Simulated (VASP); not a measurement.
# Cu (P2_1/m) in VASP: notebook, part 2 of 2

VASP 6.6.1.

## 4. Single point, LDA (atoms displaced along several vibrational modes)

File INCAR:

```
PREC     = Accurate       # precision mode
ENCUT    = 520            # plane-wave cutoff, eV
EDIFF    = 1E-6           # SCF threshold, eV
ISMEAR   = 0              # smearing method
SIGMA    = 0.15           # smearing width, eV
LREAL    = False          # projectors in reciprocal space
LASPH    = True           # aspherical terms in the spheres
NELM     = 100            # most SCF steps
ALGO     = Fast           # electronic algorithm
ISIF     = 2              # what is computed and relaxed
LWAVE    = False          # write WAVECAR
LCHARG   = False          # write CHGCAR
NBANDS   = 18             # bands
```

File KPOINTS:

```
Automatic mesh
0
Gamma
  20 20 12
```

File POSCAR:

```
Cu
1.0
   -1.4273957350      1.4273957350      1.3410790631
    1.4273957350     -1.4273957350      1.3410790631
    2.8547914700      2.8547914700      0.0000000000
Cu
2
Direct
    0.0765044579     -0.1305654018      0.0000000000
    0.4234955421      0.6305654018      0.5000000000
```

Potentials or basis: VASP PAW LDA potentials, release 64 (Cu).

Launch:

```sh
> cat potpaw_LDA.64/Cu/POTCAR > POTCAR
> mpirun -np 1 vasp_std > vasp.out
```

OUTCAR:

```text
PREC = Accurate
   ENCUT = 520
   EDIFF = 1E-6
   ISMEAR = 0
   LREAL = False
   LASPH = True
   NELM = 100
   ISIF = 2

 ion  position               nearest neighbor table
   1  0.077  0.869  0.000-   2 2.34   2 2.34   2 2.49   2 2.49   2 2.64   2 2.64
   2  0.423  0.631  0.500-   1 2.34   1 2.34   1 2.49   1 2.49   1 2.64   1 2.64

  LATTYP: Found a base centered orthorhombic cell.
 ALAT       =     2.6821581262
 B/A-ratio  =     1.5052374337
 C/A-ratio  =     1.5052374337

  Lattice vectors:

 A1 = (  -1.4273957350,   1.4273957350,   1.3410790631)
 A2 = (   1.4273957350,  -1.4273957350,   1.3410790631)
 A3 = (   2.8547914700,   2.8547914700,   0.0000000000)

Analysis of symmetry for initial positions (statically):
=====================================================================
 Subroutine PRICEL returns:
 Original cell was already a primitive cell.

 Routine SETGRP: Setting up the symmetry group for a
 base centered orthorhombic supercell.

 Subroutine GETGRP returns: Found  4 space group operations
 (whereof  2 operations were pure point group operations)
 out of a pool of  8 trial point group operations.

The static configuration has the point symmetry C_1h.
 The point group associated with its full space group is C_2h.

Analysis of symmetry for dynamics (positions and initial velocities):
=====================================================================
 Subroutine PRICEL returns:
 Original cell was already a primitive cell.

 Routine SETGRP: Setting up the symmetry group for a
 base centered orthorhombic supercell.

 Subroutine GETGRP returns: Found  4 space group operations
 (whereof  2 operations were pure point group operations)
 out of a pool of  8 trial point group operations.

The dynamic configuration has the point symmetry C_1h.
 The point group associated with its full space group is C_2h.

 Subroutine INISYM returns: Found  4 space group operations
 (whereof  2 operations are pure point group operations),
 and found     1 'primitive' translations

----------------------------------------------------------------------------------------

                                     Primitive cell

  volume of cell :      21.8591

  direct lattice vectors                    reciprocal lattice vectors
    -1.427395735  1.427395735  1.341079063    -0.175144141  0.175144141  0.372834096
     1.427395735 -1.427395735  1.341079063     0.175144141 -0.175144141  0.372834096
     2.854791470  2.854791470  0.000000000     0.175144141  0.175144141  0.000000000

  length of vectors
     2.423511960  2.423511960  4.037284815     0.447611666  0.447611666  0.247691220

  position of ions in fractional coordinates (direct lattice)
     0.076504458  0.869434598  0.000000000
     0.423495542  0.630565402  0.500000000

  ion indices of the primitive-cell ions
   primitive index   ion index
                 1           1
                 2           2

----------------------------------------------------------------------------------------

 KPOINTS: Automatic mesh

Automatic generation of k-mesh.
 Grid dimensions read from file:
 generate k-points for:   20   20   12

 Generating k-lattice:

  Cartesian coordinates                     Fractional coordinates (reciprocal lattice)
    -0.008757207  0.008757207  0.018641705     0.050000000  0.000000000  0.000000000
     0.008757207 -0.008757207  0.018641705     0.000000000  0.050000000  0.000000000
     0.014595345  0.014595345  0.000000000     0.000000000  0.000000000  0.083333333

  Length of vectors
     0.022380583  0.022380583  0.020640935

  Shift w.r.t. Gamma in fractional coordinates (k-lattice)
     0.000000000  0.000000000  0.000000000

 Subroutine IBZKPT returns following result:
 ===========================================

 Found   1414 irreducible k-points:

 Following reciprocal coordinates:
            Coordinates               Weight
  0.000000  0.000000  0.000000      1.000000
  0.050000  0.000000  0.000000      2.000000
  0.000000  0.050000  0.000000      2.000000
  0.100000  0.000000  0.000000      2.000000
  0.000000  0.100000  0.000000      2.000000
  0.150000  0.000000  0.000000      2.000000
[... 16 lines left out ...]
  0.100000  0.050000  0.000000      2.000000
  0.050000  0.100000  0.000000      2.000000
 [... further k-points ...]
   k-points           NKPTS =   1414   k-points in BZ     NKDIM =   1414   number of bands    NBANDS=     18
   number of dos      NEDOS =    301   number of ions     NIONS =      2
   total plane-waves  NPLWV =   9720
   dimension x,y,z NGX =    18 NGY =   18 NGZ =   30
   dimension x,y,z NGXF=    36 NGYF=   36 NGZF=   60
   ions per type =               2
   NGX,Y,Z   is equivalent  to a cutoff of  12.35, 12.35, 12.35 a.u.
   NGXF,Y,Z  is equivalent  to a cutoff of  24.69, 24.69, 24.71 a.u.
 SYSTEM =  unknown system
   PREC   = accura    normal or accurate (medium, high low for compatibility)
   ISTART =      0    job   : 0-new  1-cont  2-samecut
   ICHARG =      2    charge: 1-file 2-atom 10-const
   ISPIN  =      1    spin polarized calculation?
   LNONCOLLINEAR =      F non collinear calculations
   LSORBIT =      F    spin-orbit coupling
   LASPH  =      T    aspherical Exc in radial PAW
   ENCUT  =  520.0 eV  38.22 Ry    6.18 a.u.   4.51  4.51  7.51*2*pi/ulx,y,z
   NELM   =    100;   NELMIN=  2; NELMDL= -5     # of ELM steps
   EDIFF  = 0.1E-05   stopping-criterion for ELM
   LREAL  =      F    real-space projection
   EDIFFG = 0.1E-04   stopping-criterion for IOM
   NSW    =      0    number of steps for IOM
   IBRION =     -1    ionic relax: 0-MD 1-quasi-New 2-CG
   NFREE  =      0    steps in history (QN), initial steepest desc. (CG)
   ISIF   =      2    stress and relaxation
   ISYM   =      2    0-nonsym 1-usesym 2-fastsym
   POTIM  = 0.5000    time-step for ionic-motion
   TEBEG  =    0.0;   TEEND  =   0.0 temperature during run
   PSTRESS=    0.0 pullay stress
   NELECT =      22.0000    total number of electrons
   NUPDOWN=      -1.0000    fix difference up-down
   EMIN   =  10.00;   EMAX   =-10.00  energy-range for DOS
   EFERMI =   0.00;   METHOD = LEGACY
   ISMEAR =     0;   SIGMA  =   0.15  broadening in eV -4-tet -1-fermi 0-gaus
   EFERMI_NEDOS =   21; number of points for ismear=-14 and -15
   IALGO  =     68    algorithm
   IMIX   =      4    mixing-type and parameters
     AMIX     =   0.40;   BMIX     =  1.00
     AMIX_MAG =   1.60;   BMIX_MAG =  1.00
  volume/ion in A,a.u.               =      10.93        73.76
  Fermi-wavevector in a.u.,A,eV,Ry     =   1.640607  3.100298 36.621342  2.691593
  Thomas-Fermi vector in A             =   2.731217
   LORBIT       =      0    0 simple, 1 ext, 2 COOP (PROOUT), +10 PAW based schemes
   GGA     = CA    functional components
   LHFCALC =     F    Hartree Fock is set to
   AEXX    =    0.0000 exact exchange contribution
   IVDW    =     0    specifies the selected vdW correction
   LEPSILON=     F    determine dielectric tensor
   LRPA    =     F    only Hartree local field effects (RPA)
 non-spin polarized calculation
 RMM-DIIS sequential band-by-band and
 Gauss-broadening in eV      SIGMA  =   0.15
  energy-cutoff  :      520.00
  volume of cell :       21.86
 maximum number of plane-waves:       607
 NGX is ok and might be reduce to    18
   NGX =  9   NGY =  9   NGZ = 15

 number of electron      22.0000010 magnetization

 Free energy of the ion-electron system (eV)
  ---------------------------------------------------
  ext. energy  EPLUGINS =         0.00000000
  ---------------------------------------------------
  free energy    TOTEN  =        -9.24413454 eV

  energy without entropy =       -9.23784709  energy(sigma->0) =       -9.24099081

 E-fermi :   8.3608     XC(G=0): -13.5484

 val. band max:        8.3606995197   @ k =  -0.4500   0.1500   0.5000
 cond. band min:       8.3642057919   @ k =   0.2000   0.5000  -0.1667
 fundamental gap:      0.0035062722
 Fermi energy:         8.3608285292

 k-point     1 :       0.0000    0.0000    0.0000
  band No.  band energies     occupation
      1      -1.5937      2.00000
      2       2.7984      2.00000
      3       4.5988      2.00000
      4       4.6357      2.00000
      5       5.0279      2.00000
      6       5.4240      2.00000
[... 10 lines left out ...]
     17      31.4069      0.00000
     18      33.7273      0.00000
[... 466 lines left out ...]
      2       3.0530      2.00000
      3       4.4305      2.00000
      4       4.7384      2.00000
      5       5.1377      2.00000
      6       5.1401      2.00000
[... 10 lines left out ...]
     17      32.5505      0.00000
     18      33.1290      0.00000

 [... further k-points ...]

------------------------ aborting loop because EDIFF is reached ----------------------------------------

  FORCE on cell =-STRESS in cart. coord.  units (eV):
  Direction    XX          YY          ZZ          XY          YZ          ZX
  --------------------------------------------------------------------------------------
  -------------------------------------------------------------------------------------
  Total        1.2642173      1.2642173     -0.9464904     -0.1551664      0.2406328     -0.2406329
  in kB       92.6614630     92.6614630    -69.3735081    -11.3730054     17.6373074    -17.6373098
  external PRESSURE =      38.6498060 kB  Pullay stress =       0.0000000 kB

 VOLUME and BASIS-vectors are now :
 -----------------------------------------------------------------------------
  energy-cutoff  :      520.00
  volume of cell :       21.86
      direct lattice vectors                 reciprocal lattice vectors
    -1.427395735  1.427395735  1.341079063    -0.175144141  0.175144141  0.372834096
     1.427395735 -1.427395735  1.341079063     0.175144141 -0.175144141  0.372834096
     2.854791470  2.854791470  0.000000000     0.175144141  0.175144141  0.000000000

 POSITION                                       TOTAL-FORCE (eV/Angst)
 -----------------------------------------------------------------------------------
      1.13183     -1.13183      1.26858         0.405206     -0.405206      0.109780
      1.72297      1.13183      1.41358        -0.405206      0.405206     -0.109780
 -----------------------------------------------------------------------------------
    total drift:                                0.000000      0.000000      0.000000

  FREE ENERGIE OF THE ION-ELECTRON SYSTEM (eV)
  ---------------------------------------------------
  free  energy   TOTEN  =        -9.2441345405 eV

  energy  without entropy=       -9.2378470886  energy(sigma->0) =       -9.24099081
```

Run time: 4.1 min. Hardware: 1 thread of AMD EPYC 9R45 (Zen 5), shared host; peak memory 0.47 GiB.

What came out:

| Quantity | Value |
| --- | --- |
| Free energy | -9.2441 eV |
| Pressure | 3.9 GPa |
| Largest force | 0.583 eV/Å |
| Band gap on the k mesh | zero (bands 11 and 12 overlap by 6.09 eV) |

Forces in eV/Å, atoms in the order of the input:
```
Cu   0.405 -0.405  0.110
Cu  -0.405  0.405 -0.110
```

Caveat: the cell differs from its parent crystal (atoms displaced along several vibrational modes); the stress differs along the axes, from -7 to 9 GPa.

## 5. Summary

| cell | gap on the mesh (eV) | pressure (GPa) | largest force (eV/Å) |
| --- | --- | --- | --- |
| as given, atomic positions A | none | 4.4 | 0.46 |
| as given, atomic positions B | none | 4.5 | 0.78 |
| as given, atomic positions C | none | 3.9 | 0.58 |

Alike in all rows: task single point; level LDA; potentials or basis VASP PAW LDA potentials, release 64 (Cu); no spin polarisation; k mesh 20 × 20 × 12; cutoff (eV) 520; smearing gaussian 0.15 eV.

Caveats: the stress differs along the axes, from -7 to 10 GPa (at least some runs); the stress differs along the axes, from -1 to 7 GPa (at least some runs); the stress differs along the axes, from -7 to 9 GPa (at least some runs).

Absolute energies hang on the potentials; compare differences alone.
